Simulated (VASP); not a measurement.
The system is Ir.

```
Ir
1.0
     2.70524    0.00000    0.00000
    -1.35262    2.34281    0.00000
     0.00000    0.00000    4.38624
Ir
2
Direct
  0.66667 0.33333 0.75000
  0.33333 0.66667 0.25000
```

Base run:

- Program: VASP 6.6.1
- Functional: LDA
- Potentials or basis: VASP PAW LDA potentials, release 64 (Ir)
- Cutoff: 520 eV
- k mesh: 21 × 21 × 12
- Occupations: gaussian, width 0.15 eV
- Spin: collinear spin, ferromagnetic start
- Starting moments: [0.8, 0.8] μB
- Fixed moment: 1.6 μB

Its results: pressure 8.5 GPa; site moments Ir +0.78 μB.

**Question.** The run is repeated on the same cell with these changes: fixed moment from 1.6 μB to 1.4 μB; moments at the start from [0.8, 0.8] to [0.7, 0.7]. What comes out?

**Answer.** Pressure 7.1 GPa; site moments Ir +0.68 μB.

Caveats: the total moment is fixed, so each spin has its own Fermi level.
